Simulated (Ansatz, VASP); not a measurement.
# One calculation of CeO2, two programs

```
CELL_PARAMETERS angstrom
0.00000 2.71688 2.71688
2.71688 0.00000 2.71688
2.71688 2.71688 0.00000
ATOMIC_POSITIONS crystal
Ce 0.00000 0.00000 0.00000
O 0.25000 0.25000 0.25000
O 0.75000 0.75000 0.75000
```

Alike in both runs: task single point; functional PBEsol; k mesh 12 × 12 × 12; occupations gaussian, width 0.05 eV; no spin polarisation.

|  | VASP | Ansatz |
| --- | --- | --- |
| version | VASP 6.6.1 | Ansatz 0.2.0 |
| potentials or method | VASP PAW PBE potentials, release 64 (Ce, O), cutoff 520 eV | scalar-relativistic, plane waves, PAW |
| valence electrons in the cell | 24 | 24 |

Ansatz gave:

```
gap on the k mesh at the Fermi level (eV) : 1.94
least direct gap on the mesh (eV)         : 2.04
pressure (GPa)                            : -3.6
```

Q: What did VASP give for the same quantities?

A: gap on the k mesh at the Fermi level (eV): 1.92; least direct gap on the mesh (eV): 2.02; pressure (GPa): -3.6.

VASP's potentials were made for PBE, not for PBEsol. With one functional, cell and mesh, what is left measures potentials, basis and numerics.

Neither program's run includes spin-orbit coupling.
